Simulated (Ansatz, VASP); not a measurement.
**One calculation of ZnS, two programs**

Contents of POSCAR:

```
ZnS
1.0
    0.0000000000      2.5451730955      3.0542077146
    2.5451730955      0.0000000000      3.0542077146
    2.5451730955      2.5451730955      0.0000000000
Zn S
1 1
Direct
    0.0000000000      0.0000000000      0.0000000000
    0.7500000000      0.7500000000      0.7500000000
```

The input INCAR.step1:

```
PREC = Accurate ; ENCUT = 520
ISMEAR = 0 ; SIGMA = 0.05
LREAL = F ; LASPH = T
NELM = 80 ; NBANDS = 16
GGA = PE ; ALGO = Normal
EDIFF = 1E-4 ; LWAVE = T
LCHARG = F
```

INCAR.step2

```
PREC = Accurate ; ENCUT = 520
EDIFF = 1E-6 ; ISMEAR = 0
SIGMA = 0.05 ; LREAL = F
LASPH = T ; NELM = 80
ALGO = Normal ; ISIF = 2
LWAVE = F ; LCHARG = F
METAGGA = R2SCAN ; LMIXTAU = T
NBANDS = 16 ; ISTART = 1
```

Contents of KPOINTS:

```
regular mesh
0
Gamma
  8 8 8
```

Input for Ansatz:

```yaml
crystal:
  lattice:
    - [0.0, 2.5451730955, 3.0542077146]
    - [2.5451730955, 0.0, 3.0542077146]
    - [2.5451730955, 2.5451730955, 0.0]
  atoms:
    - { symbol: Zn, position: [0.0, 0.0, 0.0] }
    - { symbol: S, position: [0.75, 0.75, 0.75] }
basis:
  ecutwfc: 500
kpoints:
  mp_grid: { grid: [8, 8, 8] }
hamiltonian:
  xc: r2scan
scf:
  occupations: { method: gaussian, width: 0.05 }
output:
  forces: true
  stress: true
  eigenvalues: true
```

Alike in both runs: task single point; functional r2SCAN; k mesh 8 × 8 × 8; occupations gaussian, width 0.05 eV; no spin polarisation.

|  | VASP | Ansatz |
| --- | --- | --- |
| version | VASP 6.6.1 | Ansatz 0.2.0 |
| potentials or method | VASP PAW PBE potentials, release 64 (Zn, S), cutoff 520 eV | scalar-relativistic, plane waves, PAW |
| valence electrons in the cell | 18 | 18 |

|  | VASP | Ansatz | Ansatz less VASP |
| --- | --- | --- | --- |
| gap on the k mesh at the Fermi level (eV) | 2.18 | 2.18 | -0.008 |
| least direct gap on the mesh (eV) | 2.18 | 2.18 | -0.008 |
| pressure (GPa) | -1.5 | -1.6 | -0.05 |
| traceless stress, the component that is largest in VASP (GPa) | -7.41 | -7.40 | +0.011 |

VASP's potentials were made for PBE, not for r2SCAN. With one functional, cell and mesh, what is left measures potentials, basis and numerics.
